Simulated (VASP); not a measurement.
# TePb (I4mm) in VASP: further runs

Runs on TePb. Level: PBE. Tasks: single point.

Everything below comes from runs of VASP 6.6.1. Logs are shortened: lines on timing, memory, paths and dates and some standing lists are left out, and cuts for length are marked.

## 1. The cell of the first run

It takes space group I4mm (No. 107, tetragonal). The conventional cell has a = 4.564 Å, b = 4.564 Å, c = 6.454 Å, α = 90.00°, β = 90.00°, γ = 90.00°. Within 3.7 Å of Te (site symmetry 4mm) lie 6 Pb at 2.79 to 3.66 Å. Pb (site symmetry 4mm) has 6 Te at 2.79 to 3.66 Å within 3.7 Å.

## 2. Single point, PBE (all Pb atoms moved +0.438 Å, as atom 2 along Cartesian [0 0 1])

The input, INCAR:

```
PREC = Accurate
ENCUT = 520
EDIFF = 1E-7
ISMEAR = 0
SIGMA = 0.05
LREAL = False
LASPH = True
NELM = 60
ALGO = Normal
ISIF = 2
LWAVE = False
LCHARG = False
GGA = PE
NBANDS = 17
```

The input, KPOINTS:

```
regular mesh
0
Gamma
  8 8 8
```

The input, POSCAR:

```
TePb
1.0
    0.0000000000      3.2270000000      3.2270000000
    3.2270000000      0.0000000000      3.2270000000
    3.2270000000      3.2270000000      0.0000000000
Te Pb
1 1
Direct
    0.5000000000      0.5000000000      0.5000000000
    0.0677874187      0.0677874187     -0.0677874187
```

Potentials or basis: VASP PAW PBE potentials, release 64 (Te, Pb_d).

Launch:

```console
$ cat potpaw_PBE.64/Te/POTCAR potpaw_PBE.64/Pb_d/POTCAR > POTCAR
$ mpirun -np 1 vasp_std > vasp.out
```

OUTCAR:

```text
PREC = Accurate
   ENCUT = 520
   EDIFF = 1E-7
   ISMEAR = 0
   LREAL = False
   LASPH = True
   NELM = 60
   ISIF = 2
   GGA = PE

 ion  position               nearest neighbor table
   1  0.500  0.500  0.500-   2 2.79   2 3.26   2 3.26   2 3.26   2 3.26   2 3.66
   2  0.068  0.068  0.932-   1 2.79   1 3.26   1 3.26   1 3.26   1 3.26   1 3.66

  LATTYP: Found a face centered cubic cell.
 ALAT       =     6.4540000000

  Lattice vectors:

 A1 = (   0.0000000000,   3.2270000000,   3.2270000000)
 A2 = (   3.2270000000,   0.0000000000,   3.2270000000)
 A3 = (   3.2270000000,   3.2270000000,   0.0000000000)

Analysis of symmetry for initial positions (statically):
=====================================================================
 Subroutine PRICEL returns:
 Original cell was already a primitive cell.

 Routine SETGRP: Setting up the symmetry group for a
 face centered cubic supercell.

 Subroutine GETGRP returns: Found  8 space group operations
 (whereof  8 operations were pure point group operations)
 out of a pool of 48 trial point group operations.

The static configuration has the point symmetry C_4v.

Analysis of symmetry for dynamics (positions and initial velocities):
=====================================================================
 Subroutine PRICEL returns:
 Original cell was already a primitive cell.

 Routine SETGRP: Setting up the symmetry group for a
 face centered cubic supercell.

 Subroutine GETGRP returns: Found  8 space group operations
 (whereof  8 operations were pure point group operations)
 out of a pool of 48 trial point group operations.

The dynamic configuration has the point symmetry C_4v.

 Subroutine INISYM returns: Found  8 space group operations
 (whereof  8 operations are pure point group operations),
 and found     1 'primitive' translations

----------------------------------------------------------------------------------------

                                     Primitive cell

  volume of cell :      67.2089

  direct lattice vectors                    reciprocal lattice vectors
     0.000000000  3.227000000  3.227000000    -0.154942671  0.154942671  0.154942671
     3.227000000  0.000000000  3.227000000     0.154942671 -0.154942671  0.154942671
     3.227000000  3.227000000  0.000000000     0.154942671  0.154942671 -0.154942671

  length of vectors
     4.563667166  4.563667166  4.563667166     0.268368579  0.268368579  0.268368579

  position of ions in fractional coordinates (direct lattice)
     0.500000000  0.500000000  0.500000000
     0.067787419  0.067787419  0.932212581

  ion indices of the primitive-cell ions
   primitive index   ion index
                 1           1
                 2           2

----------------------------------------------------------------------------------------

 KPOINTS: regular mesh

Automatic generation of k-mesh.
 Grid dimensions read from file:
 generate k-points for:    8    8    8

 Generating k-lattice:

  Cartesian coordinates                     Fractional coordinates (reciprocal lattice)
    -0.019367834  0.019367834  0.019367834     0.125000000  0.000000000  0.000000000
     0.019367834 -0.019367834  0.019367834     0.000000000  0.125000000  0.000000000
     0.019367834  0.019367834 -0.019367834     0.000000000  0.000000000  0.125000000

  Length of vectors
     0.033546072  0.033546072  0.033546072

  Shift w.r.t. Gamma in fractional coordinates (k-lattice)
     0.000000000  0.000000000  0.000000000

 Subroutine IBZKPT returns following result:
 ===========================================

 Found     59 irreducible k-points:

 Following reciprocal coordinates:
            Coordinates               Weight
  0.000000  0.000000  0.000000      1.000000
  0.125000  0.000000  0.000000      8.000000
  0.250000  0.000000  0.000000      8.000000
  0.375000  0.000000  0.000000      8.000000
  0.500000  0.000000  0.000000      4.000000
  0.125000  0.125000  0.000000      2.000000
[... 16 lines left out ...]
  0.000000  0.375000  0.250000     16.000000
  0.500000  0.250000  0.000000      8.000000
 [... further k-points ...]
   k-points           NKPTS =     59   k-points in BZ     NKDIM =     59   number of bands    NBANDS=     17
   number of dos      NEDOS =    301   number of ions     NIONS =      2
   total plane-waves  NPLWV =  46656
   dimension x,y,z NGX =    36 NGY =   36 NGZ =   36
   dimension x,y,z NGXF=    72 NGYF=   72 NGZF=   72
   ions per type =               1   1
   NGX,Y,Z   is equivalent  to a cutoff of  13.11, 13.11, 13.11 a.u.
   NGXF,Y,Z  is equivalent  to a cutoff of  26.23, 26.23, 26.23 a.u.
 SYSTEM =  unknown system
   PREC   = accura    normal or accurate (medium, high low for compatibility)
   ISTART =      0    job   : 0-new  1-cont  2-samecut
   ICHARG =      2    charge: 1-file 2-atom 10-const
   ISPIN  =      1    spin polarized calculation?
   LNONCOLLINEAR =      F non collinear calculations
   LSORBIT =      F    spin-orbit coupling
   LASPH  =      T    aspherical Exc in radial PAW
   ENCUT  =  520.0 eV  38.22 Ry    6.18 a.u.   8.49  8.49  8.49*2*pi/ulx,y,z
   NELM   =     60;   NELMIN=  2; NELMDL= -5     # of ELM steps
   EDIFF  = 0.1E-06   stopping-criterion for ELM
   LREAL  =      F    real-space projection
   EDIFFG = 0.1E-05   stopping-criterion for IOM
   NSW    =      0    number of steps for IOM
   IBRION =     -1    ionic relax: 0-MD 1-quasi-New 2-CG
   NFREE  =      0    steps in history (QN), initial steepest desc. (CG)
   ISIF   =      2    stress and relaxation
   ISYM   =      2    0-nonsym 1-usesym 2-fastsym
   POTIM  = 0.5000    time-step for ionic-motion
   TEBEG  =    0.0;   TEEND  =   0.0 temperature during run
   PSTRESS=    0.0 pullay stress
   NELECT =      20.0000    total number of electrons
   NUPDOWN=      -1.0000    fix difference up-down
   EMIN   =  10.00;   EMAX   =-10.00  energy-range for DOS
   EFERMI =   0.00;   METHOD = LEGACY
   ISMEAR =     0;   SIGMA  =   0.05  broadening in eV -4-tet -1-fermi 0-gaus
   EFERMI_NEDOS =   21; number of points for ismear=-14 and -15
   IALGO  =     38    algorithm
   IMIX   =      4    mixing-type and parameters
     AMIX     =   0.40;   BMIX     =  1.00
     AMIX_MAG =   1.60;   BMIX_MAG =  1.00
  volume/ion in A,a.u.               =      33.60       226.77
  Fermi-wavevector in a.u.,A,eV,Ry     =   1.092972  2.065418 16.253366  1.194589
  Thomas-Fermi vector in A             =   2.229249
   LORBIT       =      0    0 simple, 1 ext, 2 COOP (PROOUT), +10 PAW based schemes
   GGA     = PE    functional components
   LHFCALC =     F    Hartree Fock is set to
   AEXX    =    0.0000 exact exchange contribution
   IVDW    =     0    specifies the selected vdW correction
   LEPSILON=     F    determine dielectric tensor
   LRPA    =     F    only Hartree local field effects (RPA)
 non-spin polarized calculation
 Gauss-broadening in eV      SIGMA  =   0.05
  energy-cutoff  :      520.00
  volume of cell :       67.21
 maximum number of plane-waves:      1837
 NGX is ok and might be reduce to    36
   NGX = 17   NGY = 17   NGZ = 17

 number of electron      20.0000002 magnetization

 Free energy of the ion-electron system (eV)
  ---------------------------------------------------
  ext. energy  EPLUGINS =         0.00000000
  ---------------------------------------------------
  free energy    TOTEN  =        -7.30900554 eV

  energy without entropy =       -7.30900554  energy(sigma->0) =       -7.30900554

 E-fermi :   5.8168     XC(G=0):  -9.2802

 val. band max:        5.5776314171   @ k =  -0.2500   0.1250   0.0000
 cond. band min:       6.8046902704   @ k =   0.5000   0.0000   0.0000
 fundamental gap:      1.2270588533
 Fermi energy:         5.8167577114

 k-point     1 :       0.0000    0.0000    0.0000
  band No.  band energies     occupation
      1     -11.0180      2.00000
      2     -10.9878      2.00000
      3     -10.9812      2.00000
      4     -10.9667      2.00000
      5     -10.9667      2.00000
      6      -6.5726      2.00000
[... 9 lines left out ...]
     16      12.1585      0.00000
     17      12.9768      0.00000

 k-point     2 :       0.1250    0.0000    0.0000
  band No.  band energies     occupation
      1     -11.0212      2.00000
      2     -10.9894      2.00000
      3     -10.9798      2.00000
      4     -10.9654      2.00000
      5     -10.9642      2.00000
      6      -6.4401      2.00000
[... 9 lines left out ...]
     16      12.0788      0.00000
     17      13.9607      0.00000

 k-point     3 :       0.2500    0.0000    0.0000
  band No.  band energies     occupation
      1     -11.0291      2.00000
      2     -10.9938      2.00000
      3     -10.9768      2.00000
      4     -10.9616      2.00000
      5     -10.9575      2.00000
      6      -6.0632      2.00000
[... 9 lines left out ...]
     16      12.5925      0.00000
     17      15.8804      0.00000

 k-point     4 :       0.3750    0.0000    0.0000
  band No.  band energies     occupation
      1     -11.0372      2.00000
      2     -10.9987      2.00000
      3     -10.9745      2.00000
      4     -10.9570      2.00000
      5     -10.9505      2.00000
      6      -5.5404      2.00000
[... 9 lines left out ...]
     16      13.7362      0.00000
     17      16.5856      0.00000

 k-point     5 :       0.5000    0.0000    0.0000
  band No.  band energies     occupation
      1     -11.0405      2.00000
      2     -11.0008      2.00000
      3     -10.9738      2.00000
      4     -10.9548      2.00000
      5     -10.9474      2.00000
      6      -5.2254      2.00000
[... 9 lines left out ...]
     16      14.9114      0.00000
     17      15.3569      0.00000

 k-point     6 :       0.1250    0.1250    0.0000
  band No.  band energies     occupation
      1     -11.0263      2.00000
      2     -10.9861      2.00000
      3     -10.9827      2.00000
      4     -10.9627      2.00000
      5     -10.9627      2.00000
      6      -6.3873      2.00000
[... 9 lines left out ...]
     16      12.7775      0.00000
     17      13.6650      0.00000

 k-point     7 :       0.0000    0.1250    0.1250
  band No.  band energies     occupation
      1     -11.0213      2.00000
      2     -10.9908      2.00000
      3     -10.9776      2.00000
      4     -10.9682      2.00000
      5     -10.9621      2.00000
      6      -6.3999      2.00000
[... 9 lines left out ...]
     16      12.4314      0.00000
     17      13.4755      0.00000

 k-point     8 :       0.2500    0.1250    0.0000
  band No.  band energies     occupation
      1     -11.0363      2.00000
      2     -10.9871      2.00000
      3     -10.9825      2.00000
      4     -10.9583      2.00000
      5     -10.9566      2.00000
      6      -6.0816      2.00000
[... 9 lines left out ...]
     16      13.2526      0.00000
     17      14.9076      0.00000
[... 203 lines left out ...]
      1     -11.0275      2.00000
      2     -10.9906      2.00000
      3     -10.9791      2.00000
      4     -10.9637      2.00000
      5     -10.9587      2.00000
      6      -6.2219      2.00000
[... 9 lines left out ...]
     16      12.7314      0.00000
     17      13.9385      0.00000

 k-point    20 :       0.2500    0.2500    0.0000
  band No.  band energies     occupation
      1     -11.0507      2.00000
      2     -10.9864      2.00000
      3     -10.9819      2.00000
      4     -10.9526      2.00000
      5     -10.9526      2.00000
      6      -5.8531      2.00000
[... 9 lines left out ...]
     16      14.2994      0.00000
     17      14.3854      0.00000

 k-point    21 :       0.0000    0.2500    0.2500
  band No.  band energies     occupation
      1     -11.0372      2.00000
      2     -10.9930      2.00000
      3     -10.9724      2.00000
      4     -10.9683      2.00000
      5     -10.9518      2.00000
      6      -5.9170      2.00000
[... 9 lines left out ...]
     16      14.1059      0.00000
     17      14.2110      0.00000

 k-point    22 :       0.3750    0.2500    0.0000
  band No.  band energies     occupation
      1     -11.0633      2.00000
      2     -10.9861      2.00000
      3     -10.9828      2.00000
      4     -10.9481      2.00000
      5     -10.9465      2.00000
      6      -5.4297      2.00000
[... 9 lines left out ...]
     16      14.9531      0.00000
     17      15.7456      0.00000

 k-point    23 :       0.0000    0.3750    0.2500
  band No.  band energies     occupation
      1     -11.0479      2.00000
      2     -10.9947      2.00000
      3     -10.9718      2.00000
      4     -10.9639      2.00000
      5     -10.9468      2.00000
      6      -5.5377      2.00000
[... 9 lines left out ...]
     16      14.9464      0.00000
     17      15.4924      0.00000

 k-point    24 :       0.5000    0.2500    0.0000
  band No.  band energies     occupation
      1     -11.0669      2.00000
      2     -10.9876      2.00000
      3     -10.9817      2.00000
      4     -10.9478      2.00000
      5     -10.9433      2.00000
      6      -4.9880      2.00000
[... 9 lines left out ...]
     16      15.2731      0.00000
     17      16.1362      0.00000

 [... further k-points ...]
[... 5 lines left out ...]
  --------------------------------------------------------------------------------------
  -------------------------------------------------------------------------------------
  Total        0.8899689      0.8899689      4.4348996      0.0000000      0.0000000      0.0000000
  in kB       21.2157576     21.2157576    105.7225138      0.0000000      0.0000000      0.0000000
  external PRESSURE =      49.3846763 kB  Pullay stress =       0.0000000 kB

 VOLUME and BASIS-vectors are now :
 -----------------------------------------------------------------------------
  energy-cutoff  :      520.00
  volume of cell :       67.21
      direct lattice vectors                 reciprocal lattice vectors
     0.000000000  3.227000000  3.227000000    -0.154942671  0.154942671  0.154942671
     3.227000000  0.000000000  3.227000000     0.154942671 -0.154942671  0.154942671
     3.227000000  3.227000000  0.000000000     0.154942671  0.154942671 -0.154942671

 POSITION                                       TOTAL-FORCE (eV/Angst)
 -----------------------------------------------------------------------------------
      3.22700      3.22700      3.22700         0.000000      0.000000      1.369337
      3.22700      3.22700      0.43750         0.000000      0.000000     -1.369337
 -----------------------------------------------------------------------------------
    total drift:                               -0.000000     -0.000000      0.000576

  FREE ENERGIE OF THE ION-ELECTRON SYSTEM (eV)
  ---------------------------------------------------
  free  energy   TOTEN  =        -7.3090055419 eV

  energy  without entropy=       -7.3090055419  energy(sigma->0) =       -7.30900554
```

Wall time 30 s (1 thread of Intel Xeon Platinum 8559C (Emerald Rapids), shared host); peak memory 0.24 GiB.

Results:

```
Free energy            : -7.3090 eV
Pressure               : 4.9 GPa
Largest force          : 1.369 eV/Å
Band gap on the k mesh : 1.23 eV, indirect (least direct gap 1.45 eV)
```

Forces in eV/Å, atoms in the order of the input:
```
Te   0.000  0.000  1.369
Pb   0.000  0.000 -1.369
```

Caveat: the cell differs from its parent crystal (all Pb atoms moved +0.438 Å, as atom 2 along Cartesian [0 0 1]); spin-orbit coupling is left out, which moves the levels of the heavy elements; forces of over 1 eV/Å act on the atoms, so gaps and moduli don't describe the material at rest. A k mesh can miss the band edges.

[end of part 1 of 3]
